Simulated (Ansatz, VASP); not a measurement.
One calculation of SiSb2, two programs

```
CELL_PARAMETERS angstrom
0.00000 3.25752 3.25752
3.25752 0.00000 3.25752
3.25752 3.25752 0.00000
ATOMIC_POSITIONS crystal
Si 0.00000 0.00000 0.00000
Sb 0.25000 0.25000 0.25000
Sb 0.75000 0.75000 0.75000
```

Alike in both runs: task single point; functional PBE; k mesh 6 × 6 × 6; occupations gaussian, width 0.1 eV; no spin polarisation.

```csv
,VASP,Ansatz
version,VASP 6.6.1,Ansatz 0.2.0
potentials or method,"VASP PAW PBE potentials, release 64 (Si, Sb), cutoff 520 eV","scalar-relativistic, plane waves, PAW"
valence electrons in the cell,14,34
```

```tsv
	VASP	Ansatz	Ansatz less VASP
gap on the k mesh at the Fermi level (eV)	none	none	-
pressure (GPa)	8.6	8.5	-0.04
```

A gap of «none» marks a metal or a gap that the smearing closes. VASP's potentials hold 14 valence electrons a cell and Ansatz's 34, so a difference there can come from the potentials and not from the codes.

Spin-orbit coupling is off throughout.
